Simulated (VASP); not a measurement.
# AlGa2N2 (P6/mmm) in VASP: notebook

Runs on AlGa2N2. Level: PBE. Tasks: relaxation of cell and atoms, single point.

Program: VASP 6.6.1. These are calculated values, not measurements. Logs are shortened: lines on timing, memory, paths and dates and some standing lists are left out, and cuts for length are marked.

### Step 1. The cell of the first run

It takes space group P6/mmm (No. 191, hexagonal). Conventional cell: a = 5.749 Å, b = 5.749 Å, c = 3.478 Å, α = 90.00°, β = 90.00°, γ = 120.00°. Within 4.4 Å of Al (site symmetry 6/mmm) lie 6 Ga at 3.32 Å and 2 Al at 3.48 Å and 12 N at 3.75 Å. Within 2.3 Å of Ga (site symmetry -6m2) lie 2 N at 1.74 Å. Within 2.3 Å of N (site symmetry -6m2) lie 2 Ga at 1.74 Å.

### Step 2. Relaxation of cell and atoms, PBE

Contents of INCAR:

```
SYSTEM = AlGa2N2
ALGO = Normal ; EDIFF = 1E-6
EDIFFG = -0.01 ; ENCUT = 600
GGA = PE ; IBRION = 2
ISIF = 3 ; ISMEAR = 0
LASPH = .TRUE. ; LCHARG = .FALSE.
LREAL = .FALSE. ; LWAVE = .FALSE.
NELM = 100 ; NSW = 100
PREC = Accurate ; SIGMA = 0.1
```

Contents of KPOINTS:

```
k-points
0
G
  9 9 12
  0 0 0
```

Contents of POSCAR:

```
AlGa2N2
1.0
    5.7490576772      0.0000000000      0.0000000000
   -2.8745288386      4.9788299963      0.0000000000
    0.0000000000      0.0000000000      3.4775454979
Al Ga N
1 2 2
Direct
    0.0000000000      0.0000000000      0.0000000000
    0.3333333333      0.6666666667      0.0000000000
    0.6666666667      0.3333333333      0.0000000000
    0.3333333333      0.6666666667      0.5000000000
    0.6666666667      0.3333333333      0.5000000000
```

Potentials or basis: VASP PAW PBE potentials, release 64 (Al, Ga_d, N).

Command:

```bash
$ cat potpaw_PBE.64/Al/POTCAR potpaw_PBE.64/Ga_d/POTCAR potpaw_PBE.64/N/POTCAR > POTCAR
$ mpirun -np 1 vasp_std > vasp.out
```

OUTCAR:

```text
SYSTEM = AlGa2N2
   EDIFF = 1E-6
   EDIFFG = -0.01
   ENCUT = 600
   GGA = PE
   IBRION = 2
   ISIF = 3
   ISMEAR = 0
   LASPH = .TRUE.
   LREAL = .FALSE.
   NELM = 100
   NSW = 100
   PREC = Accurate

 ion  position               nearest neighbor table
   1  0.000  0.000  0.000-
   2  0.333  0.667  0.000-   4 1.74   4 1.74
   3  0.667  0.333  0.000-   5 1.74   5 1.74
   4  0.333  0.667  0.500-   2 1.74   2 1.74
   5  0.667  0.333  0.500-   3 1.74   3 1.74

  LATTYP: Found a hexagonal cell.
 ALAT       =     5.7490576772
 C/A-ratio  =     0.6048896520

  Lattice vectors:

 A1 = (   5.7490576772,   0.0000000000,   0.0000000000)
 A2 = (  -2.8745288386,   4.9788299963,   0.0000000000)
 A3 = (   0.0000000000,   0.0000000000,   3.4775454979)

Analysis of symmetry for initial positions (statically):
=====================================================================
 Subroutine PRICEL returns:
 Original cell was already a primitive cell.

 Routine SETGRP: Setting up the symmetry group for a
 hexagonal supercell.

 Subroutine GETGRP returns: Found 24 space group operations
 (whereof 24 operations were pure point group operations)
 out of a pool of 24 trial point group operations.

The static configuration has the point symmetry D_6h.

Analysis of symmetry for dynamics (positions and initial velocities):
=====================================================================
 Subroutine PRICEL returns:
 Original cell was already a primitive cell.

 Routine SETGRP: Setting up the symmetry group for a
 hexagonal supercell.

 Subroutine GETGRP returns: Found 24 space group operations
 (whereof 24 operations were pure point group operations)
 out of a pool of 24 trial point group operations.

The dynamic configuration has the point symmetry D_6h.

 Subroutine INISYM returns: Found 24 space group operations
 (whereof 24 operations are pure point group operations),
 and found     1 'primitive' translations

----------------------------------------------------------------------------------------

                                     Primitive cell

  volume of cell :      99.5398

  direct lattice vectors                    reciprocal lattice vectors
     5.749057677  0.000000000  0.000000000     0.173941549  0.100425200  0.000000000
    -2.874528839  4.978829996  0.000000000     0.000000000  0.200850401  0.000000000
     0.000000000  0.000000000  3.477545498     0.000000000  0.000000000  0.287559142

  length of vectors
     5.749057677  5.749057677  3.477545498     0.200850401  0.200850401  0.287559142

  position of ions in fractional coordinates (direct lattice)
     0.000000000  0.000000000  0.000000000
     0.333333333  0.666666667  0.000000000
     0.666666667  0.333333333  0.000000000
     0.333333333  0.666666667  0.500000000
     0.666666667  0.333333333  0.500000000

  ion indices of the primitive-cell ions
   primitive index   ion index
                 1           1
                 2           2
                 3           3
                 4           4
                 5           5

----------------------------------------------------------------------------------------

 KPOINTS: k-points

Automatic generation of k-mesh.
 Grid dimensions read from file:
 generate k-points for:    9    9   12

 Generating k-lattice:

  Cartesian coordinates                     Fractional coordinates (reciprocal lattice)
     0.019326839  0.011158356  0.000000000     0.111111111  0.000000000  0.000000000
     0.000000000  0.022316711  0.000000000     0.000000000  0.111111111  0.000000000
     0.000000000  0.000000000  0.023963262     0.000000000  0.000000000  0.083333333

  Length of vectors
     0.022316711  0.022316711  0.023963262

  Shift w.r.t. Gamma in fractional coordinates (k-lattice)
     0.000000000  0.000000000  0.000000000

 Subroutine IBZKPT returns following result:
 ===========================================

 Found     84 irreducible k-points:

 Following reciprocal coordinates:
            Coordinates               Weight
  0.000000  0.000000  0.000000      1.000000
  0.111111 -0.000000  0.000000      6.000000
  0.222222  0.000000  0.000000      6.000000
  0.333333 -0.000000  0.000000      6.000000
  0.444444  0.000000  0.000000      6.000000
  0.111111  0.111111  0.000000      6.000000
[... 16 lines left out ...]
  0.333333  0.222222  0.083333     24.000000
  0.333333  0.333333  0.083333      4.000000
 [... further k-points ...]
   k-points           NKPTS =     84   k-points in BZ     NKDIM =     84   number of bands    NBANDS=     23
   number of dos      NEDOS =    301   number of ions     NIONS =      5
   total plane-waves  NPLWV =  64512
   dimension x,y,z NGX =    48 NGY =   48 NGZ =   28
   dimension x,y,z NGXF=    96 NGYF=   96 NGZF=   56
   ions per type =               1   2   2
   NGX,Y,Z   is equivalent  to a cutoff of  13.88, 13.88, 13.39 a.u.
   NGXF,Y,Z  is equivalent  to a cutoff of  27.76, 27.76, 26.77 a.u.
 SYSTEM =  AlGa2N2
   PREC   = accura    normal or accurate (medium, high low for compatibility)
   ISTART =      0    job   : 0-new  1-cont  2-samecut
   ICHARG =      2    charge: 1-file 2-atom 10-const
   ISPIN  =      1    spin polarized calculation?
   LNONCOLLINEAR =      F non collinear calculations
   LSORBIT =      F    spin-orbit coupling
   LASPH  =      T    aspherical Exc in radial PAW
   ENCUT  =  600.0 eV  44.10 Ry    6.64 a.u.  11.48 11.48  6.95*2*pi/ulx,y,z
   NELM   =    100;   NELMIN=  2; NELMDL= -5     # of ELM steps
   EDIFF  = 0.1E-05   stopping-criterion for ELM
   LREAL  =      F    real-space projection
   EDIFFG = -.1E-01   stopping-criterion for IOM
   NSW    =    100    number of steps for IOM
   IBRION =      2    ionic relax: 0-MD 1-quasi-New 2-CG
   NFREE  =      1    steps in history (QN), initial steepest desc. (CG)
   ISIF   =      3    stress and relaxation
   ISYM   =      2    0-nonsym 1-usesym 2-fastsym
   POTIM  = 0.5000    time-step for ionic-motion
   TEBEG  =    0.0;   TEEND  =   0.0 temperature during run
   PSTRESS=    0.0 pullay stress
   NELECT =      39.0000    total number of electrons
   NUPDOWN=      -1.0000    fix difference up-down
   EMIN   =  10.00;   EMAX   =-10.00  energy-range for DOS
   EFERMI =   0.00;   METHOD = LEGACY
   ISMEAR =     0;   SIGMA  =   0.10  broadening in eV -4-tet -1-fermi 0-gaus
   EFERMI_NEDOS =   21; number of points for ismear=-14 and -15
   IALGO  =     38    algorithm
   IMIX   =      4    mixing-type and parameters
     AMIX     =   0.40;   BMIX     =  1.00
     AMIX_MAG =   1.60;   BMIX_MAG =  1.00
  volume/ion in A,a.u.               =      19.91       134.35
  Fermi-wavevector in a.u.,A,eV,Ry     =   1.197928  2.263756 19.524794  1.435032
  Thomas-Fermi vector in A             =   2.333830
   LORBIT       =      0    0 simple, 1 ext, 2 COOP (PROOUT), +10 PAW based schemes
   GGA     = PE    functional components
   LHFCALC =     F    Hartree Fock is set to
   AEXX    =    0.0000 exact exchange contribution
   IVDW    =     0    specifies the selected vdW correction
   LEPSILON=     F    determine dielectric tensor
   LRPA    =     F    only Hartree local field effects (RPA)
 conjugate gradient relaxation of ions
 non-spin polarized calculation
 Gauss-broadening in eV      SIGMA  =   0.10
  energy-cutoff  :      600.00
  volume of cell :       99.54
 maximum number of plane-waves:      3356
 NGX is ok and might be reduce to    48
   NGX = 23   NGY = 23   NGZ = 13

--------------------------------------- Ionic step        1  -------------------------------------------

 number of electron      38.9999980 magnetization

 Free energy of the ion-electron system (eV)
  ---------------------------------------------------
  ext. energy  EPLUGINS =         0.00000000
  ---------------------------------------------------
  free energy    TOTEN  =       -20.82992402 eV

  energy without entropy =      -20.81823678  energy(sigma->0) =      -20.82408040

------------------------ aborting loop because EDIFF is reached ----------------------------------------

  FORCE on cell =-STRESS in cart. coord.  units (eV):
  Direction    XX          YY          ZZ          XY          YZ          ZX
  --------------------------------------------------------------------------------------
  -------------------------------------------------------------------------------------
  Total       -0.1523128     -0.1523128     -0.5002973      0.0000000     -0.0000000      0.0000000
  in kB       -2.4516040     -2.4516040     -8.0527077      0.0000000     -0.0000000      0.0000000
  external PRESSURE =      -4.3186385 kB  Pullay stress =       0.0000000 kB

 VOLUME and BASIS-vectors are now :
 -----------------------------------------------------------------------------
  energy-cutoff  :      600.00
  volume of cell :       99.54
      direct lattice vectors                 reciprocal lattice vectors
     5.749057677  0.000000000  0.000000000     0.173941549  0.100425200  0.000000000
    -2.874528839  4.978829996  0.000000000     0.000000000  0.200850401  0.000000000
     0.000000000  0.000000000  3.477545498     0.000000000  0.000000000  0.287559142
[... 196 lines left out ...]
 POSITION                                       TOTAL-FORCE (eV/Angst)
 -----------------------------------------------------------------------------------
      5.73784     -0.00000      3.47179        -0.000000      0.000000      0.000000
     -0.00000      3.31275      0.00000         0.000000     -0.000000      0.000000
      2.86892      1.65637      3.47179        -0.000000      0.000000      0.000000
     -0.00000      3.31275      1.73590        -0.000000      0.000000      0.000000
      2.86892      1.65637      1.73590        -0.000000     -0.000000     -0.000000
 -----------------------------------------------------------------------------------
    total drift:                               -0.000000      0.000000      0.000000

  FREE ENERGIE OF THE ION-ELECTRON SYSTEM (eV)
  ---------------------------------------------------
  free  energy   TOTEN  =       -20.8307268314 eV

  energy  without entropy=      -20.8192152428  energy(sigma->0) =      -20.82497104

--------------------------------------- Ionic step        7  -------------------------------------------

 number of electron      38.9999985 magnetization

 Free energy of the ion-electron system (eV)
  ---------------------------------------------------
  ext. energy  EPLUGINS =         0.00000000
  ---------------------------------------------------
  free energy    TOTEN  =       -20.83082106 eV

  energy without entropy =      -20.81936417  energy(sigma->0) =      -20.82509262

 E-fermi :   2.9144     XC(G=0):  -9.1260

 val. band max:        2.9136930844   @ k =   0.2222   0.0000   0.4167
 cond. band min:       2.9164182897   @ k =   0.4444   0.0000   0.1667
 fundamental gap:      0.0027252053
 Fermi energy:         2.9144376969

 k-point     1 :       0.0000    0.0000    0.0000
  band No.  band energies     occupation
      1     -14.2825      2.00000
      2     -14.1502      2.00000
      3     -12.2820      2.00000
      4     -12.2820      2.00000
      5     -12.2586      2.00000
      6     -12.2586      2.00000
[... 15 lines left out ...]
     22       4.2578      0.00000
     23       5.1919      0.00000
[... 575 lines left out ...]
      1     -14.1524      2.00000
      2     -14.1524      2.00000
      3     -12.3101      2.00000
      4     -12.2707      2.00000
      5     -12.2707      2.00000
      6     -12.2288      2.00000
[... 15 lines left out ...]
     22       5.8304      0.00000
     23       5.8304      0.00000

 [... further k-points ...]

------------------------ aborting loop because EDIFF is reached ----------------------------------------

  FORCE on cell =-STRESS in cart. coord.  units (eV):
  Direction    XX          YY          ZZ          XY          YZ          ZX
  --------------------------------------------------------------------------------------
  -------------------------------------------------------------------------------------
  Total       -0.0256030     -0.0256030      0.0271419      0.0000000      0.0000000      0.0000000
  in kB       -0.4149062     -0.4149062      0.4398449      0.0000000      0.0000000      0.0000000
  external PRESSURE =      -0.1299892 kB  Pullay stress =       0.0000000 kB

 VOLUME and BASIS-vectors are now :
 -----------------------------------------------------------------------------
  energy-cutoff  :      600.00
  volume of cell :       98.87
      direct lattice vectors                 reciprocal lattice vectors
     5.733888245  0.000000000  0.000000000     0.174401725  0.100690883 -0.000000000
    -2.866944123  4.965692883  0.000000000     0.000000000  0.201381766 -0.000000000
     0.000000000  0.000000000  3.472339124     0.000000000 -0.000000000  0.287990304

 POSITION                                       TOTAL-FORCE (eV/Angst)
 -----------------------------------------------------------------------------------
     -2.86694      4.96569      0.00000         0.000000      0.000000      0.000000
     -0.00000      3.31046      0.00000        -0.000000      0.000000      0.000000
      2.86694      1.65523      0.00000         0.000000     -0.000000     -0.000000
     -0.00000      3.31046      1.73617        -0.000000      0.000000      0.000000
      2.86694      1.65523      1.73617         0.000000     -0.000000      0.000000
 -----------------------------------------------------------------------------------
    total drift:                               -0.000000      0.000000      0.000000

  FREE ENERGIE OF THE ION-ELECTRON SYSTEM (eV)
  ---------------------------------------------------
  free  energy   TOTEN  =       -20.8308210629 eV

  energy  without entropy=      -20.8193641719  energy(sigma->0) =      -20.82509262

 reached required accuracy - stopping structural energy minimisation
```

Wall time 5.5 min (1 thread of Intel Xeon 6975P-C (Granite Rapids), shared host); peak memory 0.41 GiB.

What came out:

```
Free energy                            : -20.8308 eV
Relaxed volume                         : 19.77 Å³/atom
Relaxed cell                           : a = 5.734 Å, b = 5.734 Å, c = 3.472 Å, α = 90.00°, β = 90.00°, γ = 120.00°
Space group after relaxing (to 0.05 Å) : P6/mmm (No. 191)
Energy gained by relaxing              : 0.2 meV/atom
Ionic steps                            : 7
Pressure after relaxing                : 0.0 GPa
```

Step by step:
| step | energy change (eV) | largest force (eV/Å) | pressure (GPa) | volume (Å³) |
| --- | --- | --- | --- | --- |
| 1 | 0.0000 | 0.0000 | -0.43 | 99.54 |
| 2 | 0.0007 | 0.0000 | 0.44 | 98.77 |
| 3 | -0.0006 | 0.0000 | -0.06 | 99.23 |
| 4 | -0.0007 | 0.0000 | 0.00 | 99.08 |
| 5 | -0.0007 | 0.0000 | -0.07 | 99.05 |
| 6 | -0.0008 | 0.0000 | -0.05 | 98.99 |
| 7 | -0.0009 | 0.0000 | -0.01 | 98.87 |

Final structure:
```cif
data_structure
_symmetry_space_group_name_H-M 'P 1'
_symmetry_Int_Tables_number 1
_cell_length_a 5.7339
_cell_length_b 5.7339
_cell_length_c 3.4723
_cell_angle_alpha 90.000
_cell_angle_beta 90.000
_cell_angle_gamma 120.000
_cell_volume 98.87
loop_
_atom_site_label
_atom_site_type_symbol
_atom_site_fract_x
_atom_site_fract_y
_atom_site_fract_z
_atom_site_occupancy
Al1 Al 0.00000 0.00000 0.00000 1
Ga1 Ga 0.33333 0.66667 0.00000 1
Ga2 Ga 0.66667 0.33333 0.00000 1
N1 N 0.33333 0.66667 0.50000 1
N2 N 0.66667 0.33333 0.50000 1
```

Levels at points of the mesh, in eV from the Fermi level:
| k point | band 17 | band 18 | band 19 | band 20 | band 21 | band 22 | band 23 |
| --- | --- | --- | --- | --- | --- | --- | --- |
| (0.00, 0.00, 0.00) | -3.80 | -2.71 | -2.71 | -0.11 | 1.34 | 1.34 | 2.28 |
| (0.00, 0.00, 0.50) | -1.76 | -0.87 | -0.87 | -0.57 | 0.56 | 0.56 | 0.63 |

(Part 1 of 2 ends here.)
